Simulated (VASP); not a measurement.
# Au: single point with PBE

The system is Au.

```xyz
2
Lattice="4.2141 0.0000 -0.0242 0.0000 5.9598 0.0058 -2.1154 1.4913 1.4555" Properties=species:S:1:pos:R:3 pbc="T T T"
Au    0.0000    2.9799    0.0029
Au    0.0000    0.0000    0.0000
```

* Program: VASP 6.6.1
* Task: single point
* Functional: PBE
* Potentials or basis: VASP PAW PBE potentials, release 64 (Au)
* Cutoff: 520 eV
* k mesh: 8 × 6 × 23
* Occupations: gaussian, width 0.1 eV
* Spin: no spin polarisation
* Dipole correction: no
* Further INCAR settings: ALGO = Fast; EDIFF = 1e-07; NBANDS = 18

The pressure is -1.1 GPa and the band gap on the k mesh is zero (bands 11 and 12 overlap by 6.65 eV).

Stress tensor (GPa, compression positive):
```
-1.57  0.07  0.01
 0.07 -1.47  0.02
 0.01  0.02 -0.24
```

Levels at points of the mesh, in eV from the Fermi level:
| k point | band 7 | band 8 | band 9 | band 10 | band 11 | band 12 | band 13 | band 14 | band 15 | band 16 |
| --- | --- | --- | --- | --- | --- | --- | --- | --- | --- | --- |
| (0.00, 0.00, 0.00) | -3.07 | -2.93 | -2.00 | -1.70 | -1.57 | 1.31 | 5.46 | 9.60 | 9.88 | 14.56 |
| (0.50, 0.00, 0.00) | -2.00 | -1.98 | -1.92 | -1.82 | -0.78 | -0.50 | 2.56 | 3.09 | 13.85 | 14.09 |
| (0.00, 0.50, 0.00) | -3.31 | -3.31 | -3.25 | -3.25 | -2.54 | -2.54 | 14.12 | 14.12 | 14.35 | 14.35 |
| (0.50, 0.50, 0.00) | -3.58 | -3.58 | -3.05 | -3.05 | -0.33 | -0.33 | 8.26 | 8.26 | 10.04 | 10.04 |

It took 9.3 min on 1 thread of AMD EPYC 7R13 Processor (Zen 3) (shared host), peak memory 0.39 GiB.

Caveat: spin-orbit coupling is left out, which moves the levels of the heavy elements.
